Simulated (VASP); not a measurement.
# SrO (Pm-3m) in VASP: settings compared

The runs below take SrO through dielectric tensor, vibrations by perturbation theory, with PBE, PBEsol.

Everything below comes from runs of VASP 6.6.1. Logs are shortened: lines on timing, memory, paths and dates and some standing lists are left out, and cuts for length are marked.

## Step 1: The cell of the first run

The structure is cubic, space group Pm-3m (No. 221). Conventional cell: a = 3.103 Å, b = 3.103 Å, c = 3.103 Å, α = 90.00°, β = 90.00°, γ = 90.00°. Within 3.5 Å of Sr (site symmetry m-3m) lie 8 O at 2.69 Å and 6 Sr at 3.10 Å. O (site symmetry m-3m) has 8 Sr at 2.69 Å and 6 O at 3.10 Å within 3.5 Å.

## Step 2: Dielectric tensor, PBE

Contents of INCAR:

```
  ALGO = Normal
  EDIFF = 1E-8
  ENCUT = 520
  GGA = PE
  ISIF = 2
  ISMEAR = 0
  LASPH = T
  LCHARG = F
  LEPSILON = T
  LREAL = F
  LWAVE = F
  NELM = 100
  PREC = Accurate
  SIGMA = 0.01
```

Contents of KPOINTS:

```
k-points
0
Gamma
  6 6 6
```

Contents of POSCAR:

```
SrO
1.0
    3.1028650670      0.0000000000      0.0000000000
    0.0000000000      3.1028650670      0.0000000000
    0.0000000000      0.0000000000      3.1028650670
Sr O
1 1
Direct
    0.0000000000      0.0000000000      0.0000000000
    0.5000000000      0.5000000000      0.5000000000
```

Potentials or basis: VASP PAW PBE potentials, release 64 (Sr_sv, O).

Run with:

```console
> cat potpaw_PBE.64/Sr_sv/POTCAR potpaw_PBE.64/O/POTCAR > POTCAR
> mpirun -np 1 vasp_std > vasp.out
```

OUTCAR:

```text
EDIFF = 1E-8
   ENCUT = 520
   GGA = PE
   ISIF = 2
   ISMEAR = 0
   LASPH = T
   LEPSILON = T
   LREAL = F
   NELM = 100
   PREC = Accurate

 ion  position               nearest neighbor table
   1  0.000  0.000  0.000-   2 2.69   2 2.69   2 2.69   2 2.69   2 2.69   2 2.69   2 2.69   2 2.69

   2  0.500  0.500  0.500-   1 2.69   1 2.69   1 2.69   1 2.69   1 2.69   1 2.69   1 2.69   1 2.69

  LATTYP: Found a simple cubic cell.
 ALAT       =     3.1028650670

  Lattice vectors:

 A1 = (   3.1028650670,   0.0000000000,   0.0000000000)
 A2 = (   0.0000000000,   3.1028650670,   0.0000000000)
 A3 = (   0.0000000000,   0.0000000000,   3.1028650670)

Analysis of symmetry for initial positions (statically):
=====================================================================
 Subroutine PRICEL returns:
 Original cell was already a primitive cell.

 Routine SETGRP: Setting up the symmetry group for a
 simple cubic supercell.

 Subroutine GETGRP returns: Found 48 space group operations
 (whereof 48 operations were pure point group operations)
 out of a pool of 48 trial point group operations.

The static configuration has the point symmetry O_h .

Analysis of symmetry for dynamics (positions and initial velocities):
=====================================================================
 Subroutine PRICEL returns:
 Original cell was already a primitive cell.

 Routine SETGRP: Setting up the symmetry group for a
 simple cubic supercell.

 Subroutine GETGRP returns: Found 48 space group operations
 (whereof 48 operations were pure point group operations)
 out of a pool of 48 trial point group operations.

The dynamic configuration has the point symmetry O_h .

 Subroutine INISYM returns: Found 48 space group operations
 (whereof 48 operations are pure point group operations),
 and found     1 'primitive' translations

----------------------------------------------------------------------------------------

                                     Primitive cell

  volume of cell :      29.8737

  direct lattice vectors                    reciprocal lattice vectors
     3.102865067  0.000000000  0.000000000     0.322282787  0.000000000  0.000000000
     0.000000000  3.102865067  0.000000000     0.000000000  0.322282787  0.000000000
     0.000000000  0.000000000  3.102865067     0.000000000  0.000000000  0.322282787

  length of vectors
     3.102865067  3.102865067  3.102865067     0.322282787  0.322282787  0.322282787

  position of ions in fractional coordinates (direct lattice)
     0.000000000  0.000000000  0.000000000
     0.500000000  0.500000000  0.500000000

  ion indices of the primitive-cell ions
   primitive index   ion index
                 1           1
                 2           2

----------------------------------------------------------------------------------------

 KPOINTS: k-points

Automatic generation of k-mesh.
 Grid dimensions read from file:
 generate k-points for:    6    6    6

 Generating k-lattice:

  Cartesian coordinates                     Fractional coordinates (reciprocal lattice)
     0.053713798  0.000000000  0.000000000     0.166666667  0.000000000  0.000000000
     0.000000000  0.053713798  0.000000000     0.000000000  0.166666667  0.000000000
     0.000000000  0.000000000  0.053713798     0.000000000  0.000000000  0.166666667

  Length of vectors
     0.053713798  0.053713798  0.053713798

  Shift w.r.t. Gamma in fractional coordinates (k-lattice)
     0.000000000  0.000000000  0.000000000

 Subroutine IBZKPT returns following result:
 ===========================================

[... 72 lines left out ...]
   LRPA    =     F    only Hartree local field effects (RPA)
 non-spin polarized calculation
 Gauss-broadening in eV      SIGMA  =   0.01
  energy-cutoff  :      520.00
  volume of cell :       29.87
 maximum number of plane-waves:       840
 NGX is ok and might be reduce to    24
   NGX = 11   NGY = 11   NGZ = 11

--------------------------------------- Ionic step        1  -------------------------------------------

 number of electron      16.0000006 magnetization

 E-fermi :   3.2732     XC(G=0): -10.8246

 val. band max:        3.1341797933   @ k =   0.5000   0.5000   0.0000
 cond. band min:       5.8818950042   @ k =   0.0000   0.0000   0.0000
 fundamental gap:      2.7477152109
 Fermi energy:         3.2732409151

 k-point     1 :       0.0000    0.0000    0.0000
  band No.  band energies     occupation
      1     -30.7394      2.00000
      2     -12.5629      2.00000
      3     -11.9249      2.00000
      4     -11.9249      2.00000
      5     -11.9249      2.00000
      6       3.0716      2.00000
      7       3.0716      2.00000
      8       3.0716      2.00000
      9       5.8819      0.00000
     10       5.8819      0.00000
     11       7.8489      0.00000
     12      13.6902      0.00000
[... 271 lines left out ...]
 k-point    20 :       0.5000    0.5000    0.5000
  band No.  band energies     occupation
      1     -30.1183      2.00000
      2     -13.0260      2.00000
      3     -13.0260      2.00000
      4     -13.0260      2.00000
      5     -11.8497      2.00000
      6       0.1662      2.00000
      7       0.1662      2.00000
      8       0.1662      2.00000
      9      11.4588      0.00000
     10      11.4588      0.00000
     11      11.4588      0.00000
     12      16.4403      0.00000

  FORCE on cell =-STRESS in cart. coord.  units (eV):
  Direction    XX          YY          ZZ          XY          YZ          ZX
  --------------------------------------------------------------------------------------
  -------------------------------------------------------------------------------------
  Total        0.6716476      0.6716476      0.6716476      0.0000000      0.0000000     -0.0000000
  in kB       36.0216306     36.0216306     36.0216306      0.0000000      0.0000000     -0.0000000
  external PRESSURE =      36.0216306 kB  Pullay stress =       0.0000000 kB

 VOLUME and BASIS-vectors are now :
 -----------------------------------------------------------------------------
  energy-cutoff  :      520.00
  volume of cell :       29.87
      direct lattice vectors                 reciprocal lattice vectors
     3.102865067  0.000000000  0.000000000     0.322282787  0.000000000  0.000000000
     0.000000000  3.102865067  0.000000000     0.000000000  0.322282787  0.000000000
     0.000000000  0.000000000  3.102865067     0.000000000  0.000000000  0.322282787

 POSITION                                       TOTAL-FORCE (eV/Angst)
 -----------------------------------------------------------------------------------
      0.00000      0.00000      0.00000         0.000000      0.000000      0.000000
      1.55143      1.55143      1.55143         0.000000      0.000000      0.000000
 -----------------------------------------------------------------------------------
    total drift:                                0.000000      0.000000     -0.000000

  FREE ENERGIE OF THE ION-ELECTRON SYSTEM (eV)
  ---------------------------------------------------
  free  energy   TOTEN  =       -11.2101907828 eV

  energy  without entropy=      -11.2101907828  energy(sigma->0) =      -11.21019078

 HEAD OF MICROSCOPIC STATIC DIELECTRIC TENSOR (INDEPENDENT PARTICLE, excluding Hartree and local field effects)
 ------------------------------------------------------
           4.668685     0.000000     0.000000
          -0.000000     4.668685     0.000000
           0.000000    -0.000000     4.668685
 ------------------------------------------------------

 Free energy of the ion-electron system (eV)
  ---------------------------------------------------
  ---------------------------------------------------
  free energy    TOTEN  =        -0.32035729 eV

  energy without entropy =       -0.32035729

------------------------ aborting loop because EDIFF is reached ----------------------------------------

--------------------------------------- Ionic step        2  -------------------------------------------

------------------------ aborting loop because EDIFF is reached ----------------------------------------

--------------------------------------- Ionic step        3  -------------------------------------------

 Free energy of the ion-electron system (eV)
  ---------------------------------------------------
  ---------------------------------------------------
  free energy    TOTEN  =        -0.32035726 eV

  energy without entropy =       -0.32035726

------------------------ aborting loop because EDIFF is reached ----------------------------------------

 PIEZOELECTRIC TENSOR FIELD DIRECTION 3  (e Angst)
 -----------------------------------------------------------------------------
     0.00003  0.00000 -0.00000           (  0.00000  0.00000 -0.00000)
     0.00000  0.00003  0.00000           (  0.00000  0.00000  0.00000)
    -0.00000  0.00000 -0.00205           ( -0.00000  0.00000 -0.00004)

 PIEZOELECTRIC TENSOR FIELD DIRECTION 3  (C/m^2)
 -----------------------------------------------------------------------------
     0.00002  0.00000 -0.00000
     0.00000  0.00002  0.00000
    -0.00000  0.00000 -0.00110

 MACROSCOPIC STATIC DIELECTRIC TENSOR (including local field effects in DFT)
 ------------------------------------------------------
           4.546047    -0.000000     0.000000
          -0.000000     4.546047    -0.000000
           0.000000     0.000000     4.546047
 ------------------------------------------------------

 PIEZOELECTRIC TENSOR (including local field effects)  for field in x, y, z        (e  Angst)
          XX          YY          ZZ          XY          YZ          ZX
  --------------------------------------------------------------------------------
  x     0.00000     0.00000     0.00000     0.00000     0.00000     0.00000
  y     0.00000     0.00000     0.00000     0.00000     0.00000     0.00000
  z     0.00000     0.00000     0.00000     0.00000     0.00000     0.00000

 PIEZOELECTRIC TENSOR (including local field effects)  for field in x, y, z        (C/m^2)
          XX          YY          ZZ          XY          YZ          ZX
  --------------------------------------------------------------------------------
  x     0.00000     0.00000     0.00000     0.00000     0.00000     0.00000
  y     0.00000     0.00000     0.00000     0.00000     0.00000     0.00000
  z     0.00000     0.00000     0.00000     0.00000     0.00000     0.00000

 BORN EFFECTIVE CHARGES (including local field effects) (in |e|, cummulative output)
 ---------------------------------------------------------------------------------
 ion    1
    1     2.63256     0.00000     0.00000
    2     0.00000     2.63256     0.00000
    3     0.00000    -0.00000     2.63256
 ion    2
    1    -2.63256    -0.00000    -0.00000
    2    -0.00000    -2.63256    -0.00000
    3    -0.00000     0.00000    -2.63256
```

Run time: 2.4 min. Hardware: 1 thread of Intel Xeon 8259CL, shared host; peak memory 0.18 GiB.

Results:

```yaml
Band_gap_on_the_k_mesh: 2.75 eV, indirect (least direct gap 2.81 eV)
Electronic_dielectric_tensor_diagonal: 4.55
Born_charges_mean_of_the_diagonal: Sr +2.63; O -2.63 e
```

Electronic dielectric tensor:
```
4.55 0.00 0.00
0.00 4.55 0.00
0.00 0.00 4.55
```

Born effective charge tensors (e):
atom 1, Sr
```
2.63 0.00 0.00
0.00 2.63 0.00
0.00 0.00 2.63
```
atom 2, O
```
-2.63  0.00  0.00
 0.00 -2.63  0.00
 0.00  0.00 -2.63
```

[end of part 1 of 2]
